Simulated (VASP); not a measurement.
# V (Im-3m) in VASP: further runs, part 2 of 2

VASP 6.6.1.

## 3. Single point, LDA (volume scaled by 0.96)

INCAR

```
SYSTEM = V
PREC     = Accurate       ! precision mode
ENCUT    = 520            ! plane-wave cutoff, eV
EDIFF    = 1E-6           ! SCF threshold, eV
ISMEAR   = -1             ! smearing method
SIGMA    = 0.1            ! smearing width, eV
LREAL    = .FALSE.        ! projectors in reciprocal space
LASPH    = .TRUE.         ! aspherical terms in the spheres
NELM     = 100            ! most SCF steps
ALGO     = Normal         ! electronic algorithm
ISIF     = 2              ! what is computed and relaxed
LWAVE    = .FALSE.        ! write WAVECAR
LCHARG   = .FALSE.        ! write CHGCAR
GGA      = CA             ! functional
NBANDS   = 12             ! bands
```

KPOINTS

```
Automatic mesh
0
G
  25 25 25
  0 0 0
```

POSCAR

```
V
1.0
   -1.4438698689      1.4438698689      1.4438698689
    1.4438698689     -1.4438698689      1.4438698689
    1.4438698689      1.4438698689     -1.4438698689
V
1
Direct
    0.0000000000      0.0000000000      0.0000000000
```

Potentials or basis: VASP PAW LDA potentials, release 64 (V_sv).

On the command line:

```
cat potpaw_LDA.64/V_sv/POTCAR > POTCAR
mpirun -np 1 vasp_std > vasp.out
```

OUTCAR:

```text
SYSTEM = V
   PREC = Accurate
   ENCUT = 520
   EDIFF = 1E-6
   ISMEAR = -1
   LREAL = .FALSE.
   LASPH = .TRUE.
   NELM = 100
   ISIF = 2
   GGA = CA

 ion  position               nearest neighbor table
   1  0.000  0.000  0.000-

  LATTYP: Found a body centered cubic cell.
 ALAT       =     2.8877397378

  Lattice vectors:

 A1 = (  -1.4438698689,   1.4438698689,   1.4438698689)
 A2 = (   1.4438698689,  -1.4438698689,   1.4438698689)
 A3 = (   1.4438698689,   1.4438698689,  -1.4438698689)

Analysis of symmetry for initial positions (statically):
=====================================================================
 Subroutine PRICEL returns:
 Original cell was already a primitive cell.

 Routine SETGRP: Setting up the symmetry group for a
 body centered cubic supercell.

 Subroutine GETGRP returns: Found 48 space group operations
 (whereof 48 operations were pure point group operations)
 out of a pool of 48 trial point group operations.

The static configuration has the point symmetry O_h .

Analysis of symmetry for dynamics (positions and initial velocities):
=====================================================================
 Subroutine PRICEL returns:
 Original cell was already a primitive cell.

 Routine SETGRP: Setting up the symmetry group for a
 body centered cubic supercell.

 Subroutine GETGRP returns: Found 48 space group operations
 (whereof 48 operations were pure point group operations)
 out of a pool of 48 trial point group operations.

The dynamic configuration has the point symmetry O_h .

 Subroutine INISYM returns: Found 48 space group operations
 (whereof 48 operations are pure point group operations),
 and found     1 'primitive' translations

----------------------------------------------------------------------------------------

[... 114 lines left out ...]
   LORBIT       =      0    0 simple, 1 ext, 2 COOP (PROOUT), +10 PAW based schemes
   GGA     = CA    functional components
   LHFCALC =     F    Hartree Fock is set to
   AEXX    =    0.0000 exact exchange contribution
   IVDW    =     0    specifies the selected vdW correction
   LEPSILON=     F    determine dielectric tensor
   LRPA    =     F    only Hartree local field effects (RPA)
 non-spin polarized calculation
  energy-cutoff  :      520.00
  volume of cell :       12.04
 maximum number of plane-waves:       339
   NGX =  9   NGY =  9   NGZ =  9

 number of electron      12.9999998 magnetization

 Free energy of the ion-electron system (eV)
  ---------------------------------------------------
  ext. energy  EPLUGINS =         0.00000000
  ---------------------------------------------------
  free energy    TOTEN  =        -9.96021763 eV

  energy without entropy =       -9.90983910  energy(sigma->0) =       -9.93502836

 E-fermi :  10.9809     XC(G=0): -13.8545

 val. band max:       10.9797667357   @ k =   0.3600   0.2000   0.0400
 cond. band min:      10.9839907742   @ k =  -0.2400   0.2800   0.1200
 fundamental gap:      0.0042240384
 Fermi energy:        10.9809081450

 k-point     1 :       0.0000    0.0000    0.0000
  band No.  band energies     occupation
      1     -51.8948      2.00000
      2     -25.3715      2.00000
      3     -25.3715      2.00000
      4     -25.3715      2.00000
      5       4.2415      2.00000
      6      11.3610      0.04373
      7      11.3610      0.04373
      8      11.3610      0.04373
      9      13.6583      0.00000
     10      13.6583      0.00000
     11      32.3690      0.00000
     12      32.3690      0.00000
[... 331 lines left out ...]
 k-point    24 :       0.4400    0.0400    0.0000
  band No.  band energies     occupation
      1     -51.5761      2.00000
      2     -26.6574      2.00000
      3     -25.7712      2.00000
      4     -25.3936      2.00000
      5       7.4362      2.00000
      6       9.5982      2.00000
      7      12.7487      0.00000
      8      13.6940      0.00000
      9      14.2076      0.00000
     10      15.7609      0.00000
     11      22.8844      0.00000
     12      27.8144      0.00000

 [... further k-points ...]

------------------------ aborting loop because EDIFF is reached ----------------------------------------

  FORCE on cell =-STRESS in cart. coord.  units (eV):
  Direction    XX          YY          ZZ          XY          YZ          ZX
  --------------------------------------------------------------------------------------
  -------------------------------------------------------------------------------------
  Total        0.7400208      0.7400208      0.7400208     -0.0000000     -0.0000000      0.0000000
  in kB       98.4714496     98.4714496     98.4714496     -0.0000000     -0.0000000      0.0000000
  external PRESSURE =      98.4714496 kB  Pullay stress =       0.0000000 kB

 VOLUME and BASIS-vectors are now :
 -----------------------------------------------------------------------------
  energy-cutoff  :      520.00
  volume of cell :       12.04
      direct lattice vectors                 reciprocal lattice vectors
    -1.443869869  1.443869869  1.443869869     0.000000000  0.346291595  0.346291595
     1.443869869 -1.443869869  1.443869869     0.346291595  0.000000000  0.346291595
     1.443869869  1.443869869 -1.443869869     0.346291595  0.346291595  0.000000000

 POSITION                                       TOTAL-FORCE (eV/Angst)
 -----------------------------------------------------------------------------------
      0.00000      0.00000      0.00000        -0.000000     -0.000000      0.000000
 -----------------------------------------------------------------------------------
    total drift:                                0.000000     -0.000000      0.000000

  FREE ENERGIE OF THE ION-ELECTRON SYSTEM (eV)
  ---------------------------------------------------
  free  energy   TOTEN  =        -9.9602176257 eV

  energy  without entropy=       -9.9098390973  energy(sigma->0) =       -9.93502836
```

OSZICAR:

```text
N       E                     dE             d eps       ncg     rms          rms(c)
DAV:   1     0.901304487652E+02    0.90130E+02   -0.69694E+03 10992   0.120E+03
DAV:   2    -0.990629419345E+01   -0.10004E+03   -0.97019E+02 11140   0.334E+02
DAV:   3    -0.111848331683E+02   -0.12785E+01   -0.12748E+01 11956   0.441E+01
DAV:   4    -0.111909806771E+02   -0.61475E-02   -0.61474E-02 11752   0.325E+00
DAV:   5    -0.111910506245E+02   -0.69947E-04   -0.69949E-04 11892   0.325E-01    0.218E+01
DAV:   6    -0.999930221151E+01    0.11917E+01   -0.25121E+00 11380   0.270E+01    0.328E+00
DAV:   7    -0.997007991818E+01    0.29222E-01   -0.26408E-02 11732   0.203E+00    0.150E+00
DAV:   8    -0.996019295678E+01    0.98870E-02   -0.65748E-03 11244   0.126E+00    0.589E-02
DAV:   9    -0.996020573592E+01   -0.12779E-04   -0.71785E-05 11472   0.121E-01    0.570E-02
DAV:  10    -0.996021765666E+01   -0.11921E-04   -0.35505E-06 11352   0.198E-02    0.184E-03
DAV:  11    -0.996021762571E+01    0.30944E-07   -0.24220E-07  5764   0.834E-03
   1 F= -.99602176E+01 E0= -.99350284E+01  d E =-.503785E-01
```

Run time: 29 s. Hardware: 1 thread of AMD EPYC 9R45 (Zen 5), shared host; peak memory 0.14 GiB.

Results:

* Free energy: -9.9602 eV
* Pressure: 9.8 GPa

Levels at points of the mesh, in eV from the Fermi level:
| k point | band 5 | band 6 | band 7 | band 8 | band 9 | band 10 |
| --- | --- | --- | --- | --- | --- | --- |
| (0.00, 0.00, 0.00) | -6.74 | 0.38 | 0.38 | 0.38 | 2.68 | 2.68 |

Caveat: the cell differs from its parent crystal (volume scaled by 0.96).

## 4. Single point, LDA

This run uses another cell than the first one, of 12.54 Å³/atom, 1.087 times its volume.

INCAR

```
  PREC = Accurate
  ENCUT = 520
  EDIFF = 1E-7
  ISMEAR = -1
  SIGMA = 0.1
  LREAL = F
  LASPH = T
  NELM = 100
  ALGO = Normal
  ISIF = 2
  LWAVE = F
  LCHARG = F
  GGA = CA
  NBANDS = 12
```

KPOINTS

```
regular mesh
0
Gamma
  25 25 25
```

POSCAR

```
V
1.0
   -1.4636513663      1.4636513663      1.4636513663
    1.4636513663     -1.4636513663      1.4636513663
    1.4636513663      1.4636513663     -1.4636513663
V
1
Direct
    0.0000000000      0.0000000000      0.0000000000
```

On the command line:

```
cat potpaw_LDA.64/V_sv/POTCAR > POTCAR
mpirun -np 1 vasp_std > vasp.out
```

Run time: 29 s. Hardware: 1 thread of AMD EPYC 9R45 (Zen 5), shared host; peak memory 0.14 GiB.

Results (log left out):

* Free energy: -9.9764 eV
* Pressure: 0.5 GPa

Levels at points of the mesh, in eV from the Fermi level:
```
           k point  band 4  band 5  band 6  band 7  band 8  band 9  band 10  band 11
(0.00, 0.00, 0.00)  -36.47   -6.67    0.38    0.38    0.38    2.56     2.56    21.07
```

## 5. Single point, LDA

This run uses another cell than the first one, of 12.54 Å³/atom, 1.087 times its volume.

INCAR

```
PREC = Accurate
ENCUT = 520
EDIFF = 1E-6
ISMEAR = -1
SIGMA = 0.1
LREAL = False
LASPH = True
NELM = 80
ALGO = Normal
ISIF = 2
LWAVE = False
LCHARG = True
LELF = True
LVHAR = True
NBANDS = 12
```

KPOINTS is that of step 4.

POSCAR is that of step 4.

On the command line:

```
cat potpaw_LDA.64/V_sv/POTCAR > POTCAR
mpirun -np 1 vasp_std > vasp.out
```

It took 29 s on 1 thread of AMD EPYC 9R45 (Zen 5), shared host; peak memory 0.14 GiB.

The run converged. Its results:

| Item | Value |
| --- | --- |
| Free energy | -9.9764 eV |
| Pressure | 0.5 GPa |

Levels at points of the mesh, in eV from the Fermi level:
| k point | band 4 | band 5 | band 6 | band 7 | band 8 | band 9 | band 10 | band 11 |
| --- | --- | --- | --- | --- | --- | --- | --- | --- |
| (0.00, 0.00, 0.00) | -36.47 | -6.67 | 0.38 | 0.38 | 0.38 | 2.56 | 2.56 | 21.07 |

## 6. Single point, LDA (volume scaled by 1.04)

INCAR

```
PREC = Accurate
ENCUT = 520
EDIFF = 1E-6
ISMEAR = -1
SIGMA = 0.1
LREAL = False
LASPH = True
NELM = 60
ALGO = Normal
ISIF = 2
LWAVE = False
LCHARG = False
NBANDS = 12
```

KPOINTS

```
Automatic mesh
0
Gamma
  25 25 25
```

POSCAR

```
V
1.0
   -1.4829121457      1.4829121457      1.4829121457
    1.4829121457     -1.4829121457      1.4829121457
    1.4829121457      1.4829121457     -1.4829121457
V
1
Direct
    0.0000000000      0.0000000000      0.0000000000
```

Potentials or basis: VASP PAW LDA potentials, release 64 (V_sv).

On the command line:

```
cat potpaw_LDA.64/V_sv/POTCAR > POTCAR
mpirun -np 1 vasp_std > vasp.out
```

Run time: 28 s. Hardware: 1 thread of AMD EPYC 9R45 (Zen 5), shared host; peak memory 0.14 GiB.

The run converged. Its results:

| Quantity | Value |
| --- | --- |
| Free energy | -9.9661 eV |
| Pressure | -7.2 GPa |

Levels at points of the mesh, in eV from the Fermi level:
| k point | band 3 | band 4 | band 5 | band 6 | band 7 | band 8 | band 9 | band 10 | band 11 | band 12 |
| --- | --- | --- | --- | --- | --- | --- | --- | --- | --- | --- |
| (0.00, 0.00, 0.00) | -36.59 | -36.59 | -6.60 | 0.38 | 0.38 | 0.38 | 2.45 | 2.45 | 20.77 | 20.77 |

Caveat: the cell differs from its parent crystal (volume scaled by 1.04).

## 7. The runs side by side

| cell | gap on the mesh (eV) | pressure (GPa) |
| --- | --- | --- |
| a = 2.466 Å, angles 109.5°, 1 atom | none | 21.1 |
| a = 2.501 Å, angles 109.5°, 1 atom | none | 9.8 |
| a = 2.535 Å, angles 109.5°, 1 atom | none | 0.5 |
| a = 2.568 Å, angles 109.5°, 1 atom | none | -7.2 |

Alike in all rows: task single point; level LDA; potentials or basis VASP PAW LDA potentials, release 64 (V_sv); no spin polarisation; k mesh 25 × 25 × 25; cutoff (eV) 520; smearing fermi-dirac 0.1 eV.

Total energies depend on the potentials used, so only differences within one code and one set of settings carry meaning.
